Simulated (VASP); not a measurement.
# P in VASP: a series of runs

The runs below take P through single point, with PBE+D3(BJ).

Everything below comes from runs of VASP 6.6.1. Logs are shortened: lines on timing, memory, paths and dates and some standing lists are left out, and cuts for length are marked.

**1. The cell of the first run**

The cell holds a slab with vacuum, 2 atoms: a = 3.449 Å, b = 3.449 Å, c = 28.000 Å, α = 90.00°, β = 90.00°, γ = 120.00°.

**2. Single point, PBE+D3(BJ)**

File INCAR:

```
SYSTEM = P
PREC = Accurate ; ENCUT = 520
EDIFF = 1E-6 ; ISMEAR = 0
SIGMA = 0.02 ; LREAL = .FALSE.
LASPH = .TRUE. ; NELM = 60
ALGO = Normal ; ISIF = 2
LWAVE = .FALSE. ; LCHARG = .TRUE.
LDIPOL = .TRUE. ; IDIPOL = 3
DIPOL = 0.5 0.5 0.500 ; GGA = PE
IVDW = 12 ; LELF = .TRUE.
LVHAR = .TRUE. ; LVACPOTAV = .TRUE.
NBANDS = 12
```

File KPOINTS:

```
Automatic mesh
0
G
  9 9 1
  0 0 0
```

File POSCAR:

```
P
1.0
    3.4490000000      0.0000000000      0.0000000000
   -1.7245000000      2.9869216177      0.0000000000
    0.0000000000      0.0000000000     28.0000000000
P
2
Direct
    0.3333333333      0.6666666667      0.5285892857
    0.6666666667      0.3333333333      0.4714107143
```

Potentials or basis: VASP PAW PBE potentials, release 64 (P).

Command:

```console
$ cat potpaw_PBE.64/P/POTCAR > POTCAR
$ mpirun -np 1 vasp_std > vasp.out
```

OUTCAR:

```text
SYSTEM = P
   PREC = Accurate
   ENCUT = 520
   EDIFF = 1E-6
   ISMEAR = 0
   LREAL = .FALSE.
   LASPH = .TRUE.
   NELM = 60
   ISIF = 2
   GGA = PE
   IVDW = 12
 IVDW          = 12

 ion  position               nearest neighbor table
   1  0.333  0.667  0.529-   2 2.56   2 2.56   2 2.56
   2  0.667  0.333  0.471-   1 2.56   1 2.56   1 2.56

  LATTYP: Found a hexagonal cell.
 ALAT       =     3.4490000000
 C/A-ratio  =     8.1182951580

  Lattice vectors:

 A1 = (   3.4490000000,   0.0000000000,   0.0000000000)
 A2 = (  -1.7245000000,   2.9869216177,   0.0000000000)
 A3 = (   0.0000000000,   0.0000000000,  28.0000000000)

Analysis of symmetry for initial positions (statically):
=====================================================================
 Subroutine PRICEL returns:
 Original cell was already a primitive cell.

 Routine SETGRP: Setting up the symmetry group for a
 hexagonal supercell.

 Subroutine GETGRP returns: Found 12 space group operations
 (whereof 12 operations were pure point group operations)
 out of a pool of 24 trial point group operations.

The static configuration has the point symmetry D_3d.

Analysis of symmetry for dynamics (positions and initial velocities):
=====================================================================
 Subroutine PRICEL returns:
 Original cell was already a primitive cell.

 Routine SETGRP: Setting up the symmetry group for a
 hexagonal supercell.

 Subroutine GETGRP returns: Found 12 space group operations
 (whereof 12 operations were pure point group operations)
 out of a pool of 24 trial point group operations.

The dynamic configuration has the point symmetry D_3d.

 Subroutine INISYM returns: Found 12 space group operations
 (whereof 12 operations are pure point group operations),
 and found     1 'primitive' translations

----------------------------------------------------------------------------------------

                                     Primitive cell

  volume of cell :     288.4530

  direct lattice vectors                    reciprocal lattice vectors
     3.449000000  0.000000000  0.000000000     0.289939113  0.167396425  0.000000000
    -1.724500000  2.986921618  0.000000000     0.000000000  0.334792850  0.000000000
     0.000000000  0.000000000 28.000000000     0.000000000  0.000000000  0.035714286

  length of vectors
     3.449000000  3.449000000 28.000000000     0.334792850  0.334792850  0.035714286

[... 79 lines left out ...]
   NUPDOWN=      -1.0000    fix difference up-down
   EMIN   =  10.00;   EMAX   =-10.00  energy-range for DOS
   EFERMI =   0.00;   METHOD = LEGACY
   ISMEAR =     0;   SIGMA  =   0.02  broadening in eV -4-tet -1-fermi 0-gaus
   EFERMI_NEDOS =   21; number of points for ismear=-14 and -15
   IALGO  =     38    algorithm
   IMIX   =      4    mixing-type and parameters
     AMIX     =   0.40;   BMIX     =  1.00
     AMIX_MAG =   1.60;   BMIX_MAG =  1.00
  volume/ion in A,a.u.               =     144.23       973.29
  Fermi-wavevector in a.u.,A,eV,Ry     =   0.533806  1.008746  3.876959  0.284948
  Thomas-Fermi vector in A             =   1.557921
   LORBIT       =      0    0 simple, 1 ext, 2 COOP (PROOUT), +10 PAW based schemes
   GGA     = PE    functional components
   LHFCALC =     F    Hartree Fock is set to
   AEXX    =    0.0000 exact exchange contribution
   IVDW    =    12    specifies the selected vdW correction
   LEPSILON=     F    determine dielectric tensor
   LRPA    =     F    only Hartree local field effects (RPA)
 non-spin polarized calculation
 Gauss-broadening in eV      SIGMA  =   0.02
  energy-cutoff  :      520.00
  volume of cell :      288.45
 maximum number of plane-waves:      7831
 NGX is ok and might be reduce to    28
   NGX = 13   NGY = 13   NGZ =105

 number of electron      10.0000000 magnetization

 number of electron       9.9999999 magnetization

 dipolmoment           0.000000      0.000000     -0.000000 electrons x Angstroem

 Free energy of the ion-electron system (eV)
  ---------------------------------------------------
  ext. energy  EPLUGINS =         0.00000000
  ---------------------------------------------------
  free energy    TOTEN  =        -9.64954106 eV

  energy without entropy =       -9.64954106  energy(sigma->0) =       -9.64954106

 E-fermi :  -3.0328     XC(G=0):  -1.8954

 val. band max:       -3.1364315489   @ k =   0.0000   0.0000   0.0000
 cond. band min:      -2.7430081516   @ k =   0.3333   0.3333   0.0000
 fundamental gap:      0.3934233973
 Fermi energy:        -3.0328305325

 k-point     1 :       0.0000    0.0000    0.0000
  band No.  band energies     occupation
      1     -16.1523      2.00000
      2     -11.1984      2.00000
      3      -5.2456      2.00000
      4      -3.1364      2.00000
      5      -3.1364      2.00000
      6      -0.9520      0.00000
      7      -0.5094      0.00000
      8      -0.5094      0.00000
      9       1.0716      0.00000
     10       1.1634      0.00000
     11       1.5479      0.00000
     12       1.8209      0.00000
[... 151 lines left out ...]
 k-point    12 :       0.3333    0.3333    0.0000
  band No.  band energies     occupation
      1     -12.5871      2.00000
      2     -12.5871      2.00000
      3      -7.5952      2.00000
      4      -6.0195      2.00000
      5      -6.0195      2.00000
      6      -2.7430      0.00000
      7      -0.4042      0.00000
      8      -0.4042      0.00000
      9       3.9191      0.00000
     10       5.4857      0.00000
     11       5.4857      0.00000
     12       6.1250      0.00000

------------------------ aborting loop because EDIFF is reached ----------------------------------------

 Edisp (eV)   -0.36860

 E8    (eV) :    -0.1508

  FORCE on cell =-STRESS in cart. coord.  units (eV):
  Direction    XX          YY          ZZ          XY          YZ          ZX
  --------------------------------------------------------------------------------------
  -------------------------------------------------------------------------------------
  Total      -2.92090    -2.92090    -6.99796     0.00000    -0.00000     0.00000
  in kB     -16.22378   -16.22378   -38.86932     0.00000    -0.00000     0.00000
  external pressure =      -23.77 kB  Pullay stress =        0.00 kB

 VOLUME and BASIS-vectors are now :
 -----------------------------------------------------------------------------
  energy-cutoff  :      520.00
  volume of cell :      288.45
      direct lattice vectors                 reciprocal lattice vectors
     3.449000000  0.000000000  0.000000000     0.289939113  0.167396425  0.000000000
    -1.724500000  2.986921618  0.000000000     0.000000000  0.334792850  0.000000000
     0.000000000  0.000000000 28.000000000     0.000000000  0.000000000  0.035714286

 POSITION                                       TOTAL-FORCE (eV/Angst)
 -----------------------------------------------------------------------------------
     -0.00000      1.99128     14.80050         0.000000      0.000000     -4.366065
      1.72450      0.99564     13.19950        -0.000000     -0.000000      4.366065
 -----------------------------------------------------------------------------------
    total drift:                               -0.000000     -0.000000      0.000000

  FREE ENERGIE OF THE ION-ELECTRON SYSTEM (eV)
  ---------------------------------------------------
  free  energy   TOTEN  =       -10.0181391019 eV

  energy  without entropy=      -10.0181391019  energy(sigma->0) =      -10.01813910

 vacuum level on the upper side and lower side of the slab         1.439         1.439
```

OSZICAR:

```text
N       E                     dE             d eps       ncg     rms          rms(c)
DAV:   1     0.591170650556E+02    0.59117E+02   -0.26404E+03   288   0.517E+02
DAV:   2    -0.355634902182E+01   -0.62673E+02   -0.54087E+02   468   0.871E+01
DAV:   3    -0.958590722474E+01   -0.60296E+01   -0.58576E+01   420   0.356E+01
[... 12 lines left out ...]
DAV:  16    -0.964952013331E+01   -0.29444E-04   -0.20199E-06   392   0.360E-03    0.162E-03
DAV:  17    -0.964952582868E+01   -0.56954E-05   -0.69724E-08   348   0.927E-04    0.453E-04
DAV:  18    -0.964953680103E+01   -0.10972E-04   -0.41056E-07   336   0.160E-03    0.279E-04
DAV:  19    -0.964954023125E+01   -0.34302E-05   -0.84740E-08   344   0.822E-04    0.990E-05
DAV:  20    -0.964954106011E+01   -0.82885E-06   -0.12081E-08   324   0.321E-04
   1 F= -.10018139E+02 E0= -.10018139E+02  d E =-.618858E-15
```

It took 1.9 min on 1 thread of AMD EPYC 7R13, shared host; peak memory 0.35 GiB.

What came out:

| Property | Result |
| --- | --- |
| Free energy | -10.0181 eV |
| Largest force | 4.366 eV/Å |
| Band gap on the k mesh | 0.39 eV, indirect (least direct gap 2.07 eV) |
| Dispersion energy per atom | -0.184 eV |

Forces in eV/Å, atoms in the order of the input:
```
P    0.000  0.000 -4.366
P    0.000  0.000  4.366
```

**3. Single point, PBE+D3(BJ)**

File INCAR:

```
PREC     = Accurate       # precision mode
ENCUT    = 520            # plane-wave cutoff, eV
EDIFF    = 1E-6           # SCF threshold, eV
ISMEAR   = 0              # smearing method
SIGMA    = 0.02           # smearing width, eV
LREAL    = False          # projectors in reciprocal space
LASPH    = True           # aspherical terms in the spheres
NELM     = 80             # most SCF steps
ALGO     = Normal         # electronic algorithm
ISIF     = 2              # what is computed and relaxed
LWAVE    = False          # write WAVECAR
LCHARG   = False          # write CHGCAR
LDIPOL   = True         
IDIPOL   = 3            
DIPOL    = 0.5 0.5 0.500
GGA      = PE             # functional
IVDW     = 12             # dispersion correction
NBANDS   = 12             # bands
```

File KPOINTS:

```
Automatic mesh
0
Gamma
  9 9 1
```

File POSCAR:

```
P
1.0
    3.4490000000      0.0000000000      0.0000000000
   -1.7245000000      2.9869216177      0.0000000000
    0.0000000000      0.0000000000     28.0000000000
P
2
Direct
    0.3333333333      0.6666666667      0.5047678571
    0.6666666667      0.3333333333      0.4952321429
```

Potentials or basis: VASP PAW PBE potentials, release 64 (P).

Command:

```console
$ cat potpaw_PBE.64/P/POTCAR > POTCAR
$ mpirun -np 1 vasp_std > vasp.out
```

OUTCAR:

```text
PREC = Accurate
   ENCUT = 520
   EDIFF = 1E-6
   ISMEAR = 0
   LREAL = False
   LASPH = True
   NELM = 80
   ISIF = 2
   GGA = PE
   IVDW = 12
 IVDW          = 12

 ion  position               nearest neighbor table
   1  0.333  0.667  0.505-   2 2.01   2 2.01   2 2.01
   2  0.667  0.333  0.495-   1 2.01   1 2.01   1 2.01

  LATTYP: Found a hexagonal cell.
 ALAT       =     3.4490000000
 C/A-ratio  =     8.1182951580

  Lattice vectors:

 A1 = (   3.4490000000,   0.0000000000,   0.0000000000)
 A2 = (  -1.7245000000,   2.9869216177,   0.0000000000)
 A3 = (   0.0000000000,   0.0000000000,  28.0000000000)

Analysis of symmetry for initial positions (statically):
=====================================================================
 Subroutine PRICEL returns:
 Original cell was already a primitive cell.

 Routine SETGRP: Setting up the symmetry group for a
 hexagonal supercell.

 Subroutine GETGRP returns: Found 12 space group operations
 (whereof 12 operations were pure point group operations)
 out of a pool of 24 trial point group operations.

The static configuration has the point symmetry D_3d.

Analysis of symmetry for dynamics (positions and initial velocities):
[... 170 lines left out ...]
     11       1.7946      0.00000
     12       1.8187      0.00000
[... 151 lines left out ...]
 k-point    12 :       0.3333    0.3333    0.0000
  band No.  band energies     occupation
      1     -15.6474      2.00000
      2     -15.6474      2.00000
      3     -11.4883      2.00000
      4      -5.1107      2.00000
      5      -5.1107      2.00000
      6       0.4366      0.00000
      7       1.1724      0.00000
      8       1.7641      0.00000
      9       1.7641      0.00000
     10       4.7135      0.00000
     11       4.7135      0.00000
     12       6.0660      0.00000

------------------------ aborting loop because EDIFF is reached ----------------------------------------

 vacuum level on the upper side and lower side of the slab       (xc-potential included)        -0.007        -0.007

 Edisp (eV)   -0.39358

 E8    (eV) :    -0.1614

  FORCE on cell =-STRESS in cart. coord.  units (eV):
  Direction    XX          YY          ZZ          XY          YZ          ZX
  --------------------------------------------------------------------------------------
  -------------------------------------------------------------------------------------
  Total       6.89883     6.89883     0.40194    -0.00000     0.00000     0.00000
  in kB      38.31875    38.31875     2.23253    -0.00000     0.00000     0.00000
  external pressure =       26.29 kB  Pullay stress =        0.00 kB

 VOLUME and BASIS-vectors are now :
 -----------------------------------------------------------------------------
  energy-cutoff  :      520.00
  volume of cell :      288.45
      direct lattice vectors                 reciprocal lattice vectors
     3.449000000  0.000000000  0.000000000     0.289939113  0.167396425  0.000000000
    -1.724500000  2.986921618  0.000000000     0.000000000  0.334792850  0.000000000
     0.000000000  0.000000000 28.000000000     0.000000000  0.000000000  0.035714286

 POSITION                                       TOTAL-FORCE (eV/Angst)
 -----------------------------------------------------------------------------------
     -0.00000      1.99128     14.13350        -0.000000      0.000000      1.542641
      1.72450      0.99564     13.86650         0.000000      0.000000     -1.542641
 -----------------------------------------------------------------------------------
    total drift:                               -0.000000     -0.000000      0.000000

  FREE ENERGIE OF THE ION-ELECTRON SYSTEM (eV)
  ---------------------------------------------------
  free  energy   TOTEN  =        -8.8502804836 eV

  energy  without entropy=       -8.8502804836  energy(sigma->0) =       -8.85028048

 vacuum level on the upper side and lower side of the slab         1.407         1.407
```

It took 2 min on 1 thread of AMD EPYC 7R13, shared host; peak memory 0.36 GiB.

What came out:

```
Free energy                : -8.8503 eV
Largest force              : 1.543 eV/Å
Band gap on the k mesh     : zero (band 5 reaches -2.12 eV, above the bottom of band 6 at -3.91 eV)
Dispersion energy per atom : -0.197 eV
```

Forces in eV/Å, atoms in the order of the input:
```
P    0.000  0.000  1.543
P    0.000  0.000 -1.543
```
